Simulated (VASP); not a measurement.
A run of VASP 6.6.1 is set up as follows.

Contents of INCAR:

```
ALGO = Normal ; EDIFF = 1E-6
ENCUT = 520 ; GGA = PE
ISIF = 2 ; ISMEAR = 0
ISPIN = 2 ; LASPH = True
LCHARG = False ; LMAXMIX = 4
LORBIT = 11 ; LREAL = False
LWAVE = False ; MAGMOM = 1 1 0 0
NBANDS = 28 ; NELM = 150
PREC = Accurate ; SIGMA = 0.1
```

File KPOINTS:

```
k-points
0
Gamma
  6 6 4
```

The input POSCAR:

```
TaN
1.0
   -1.5250005452     -2.6413784260      0.0000000000
    3.0500010905      0.0000000000      0.0000000000
    0.0000000000      0.0000000000      4.9400000000
Ta N
2 2
Direct
    0.3333333333      0.6666666667      0.0000000000
    0.6666666667      0.3333333335      0.5000000000
    0.3333333333      0.6666666667      0.3850000000
    0.6666666667      0.3333333335      0.8850000000
```

Potentials or basis: VASP PAW PBE potentials, release 64 (Ta_pv, N).

The run is started by

```bash
$ cat potpaw_PBE.64/Ta_pv/POTCAR potpaw_PBE.64/N/POTCAR > POTCAR
$ mpirun -np 1 vasp_std > vasp.out
```

Q: Estimate the pressure.

A: 140.9 GPa.

Q: What does it give for the net moment?

A: 0.00 μB per cell.

Q: Predict the band gap on the k mesh.

A: Zero (filled and empty bands overlap).

Q: Predict the largest force.

A: 2.278 eV/Å.

Forces in eV/Å, atoms in the order of the input:
```
Ta   0.000  0.000  2.278
Ta   0.000  0.000  2.278
N    0.000  0.000 -2.278
N    0.000  0.000 -2.278
```

Caveat: the k points lie up to 0.40 Å⁻¹ apart; spin-orbit coupling is left out, which moves the levels of the heavy elements; forces of over 1 eV/Å act on the atoms, so gaps and moduli don't describe the material at rest.
